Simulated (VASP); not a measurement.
The system is Zn.

```
CELL_PARAMETERS angstrom
2.67000 0.00000 0.00000
-1.33500 2.31229 0.00000
0.00000 0.00000 4.96600
ATOMIC_POSITIONS crystal
Zn 0.33333 0.66667 0.25000
Zn 0.66667 0.33333 0.75000
```

| Item | Value |
| --- | --- |
| Program | VASP 6.6.1 |
| Task | relaxation of cell and atoms |
| Functional | PBEsol |
| Potentials or basis | VASP PAW PBE potentials, release 64 (Zn) |
| Cutoff | 600 eV |
| k mesh | 19 × 19 × 9 |
| Occupations | fermi-dirac, width 0.05 eV |
| Spin | no spin polarisation |

At the start: pressure -5.6 GPa; volume 15.33 Å³/atom.

Problem. Where does the relaxation end?

Solution. Over 10 steps the energy falls by 21.3 meV/atom and the volume is 14.14 Å³/atom (-7.7 %); space group P6_3/mmc (No. 194, to 0.1 Å) before and after.

Step by step:
```tsv
step	energy change (eV)	largest force (eV/Å)	pressure (GPa)	volume (Å³)
1	0.0000	0.0000	-5.55	30.66
2	-0.0383	0.0000	0.72	28.36
3	-0.0390	0.0000	-0.09	28.60
4	-0.0403	0.0000	-0.07	28.52
5	-0.0413	0.0000	-0.04	28.44
6	-0.0426	0.0000	0.09	28.28
7	-0.0426	0.0000	0.14	28.24
8	-0.0426	0.0000	0.14	28.26
9	-0.0426	0.0000	-0.17	28.34
10	-0.0426	0.0000	0.00	28.29
```

Final structure:
```yaml
crystal:
  lattice:
    - [2.62214, 0.00000, 0.00000]
    - [-1.31107, 2.27084, 0.00000]
    - [0.00000, 0.00000, 4.75065]
  atoms:
    - { symbol: Zn, position: [0.33333, 0.66667, 0.25000] }
    - { symbol: Zn, position: [0.66667, 0.33333, 0.75000] }
```

Caveat: the PAW data sets were made with another functional, which shifts forces and pressure a little.
